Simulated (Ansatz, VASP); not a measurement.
# One calculation of BeBi2Se6, two programs

```xyz
9
Lattice="7.2742 0.0000 0.0000 -3.6371 6.2997 0.0000 0.0000 0.0000 4.6632" Properties=species:S:1:pos:R:3 pbc="T T T"
Be    0.0000    0.0000    2.3316
Bi    0.0000    4.1998    2.9848
Bi    3.6371    2.0999    1.6784
Se    3.6371    4.2152    3.5512
Se    1.8052    1.0422    3.5512
Se    5.4690    1.0422    3.5512
Se    0.0000    2.0845    1.1119
Se    1.8319    5.2574    1.1119
Se   -1.8319    5.2574    1.1119
```

Alike in both runs: functional PBE; k mesh 6 × 6 × 8; occupations gaussian, width 0.1 eV; no spin polarisation.

Ansatz relaxed the structure, and its values are those at the end. VASP's run is a single point on that final structure, the one shown.

```csv
,VASP,Ansatz
version,VASP 6.6.1,Ansatz 0.2.0
potentials or method,"VASP PAW PBE potentials, release 64 (Be, Bi_d, Se), cutoff 520 eV","scalar-relativistic, plane waves, PAW"
valence electrons in the cell,68,128
```

```csv
,VASP,Ansatz,Ansatz less VASP
gap on the k mesh at the Fermi level (eV),none,none,-
pressure (GPa),0.0,0.0,-0.02
rms of the force components (eV/Å),0.006,0.002,-0.0040
```

A gap of «none» marks a metal or a gap that the smearing closes. VASP's potentials hold 68 valence electrons a cell and Ansatz's 128, so a difference there can come from the potentials and not from the codes.

Neither program's run includes spin-orbit coupling.
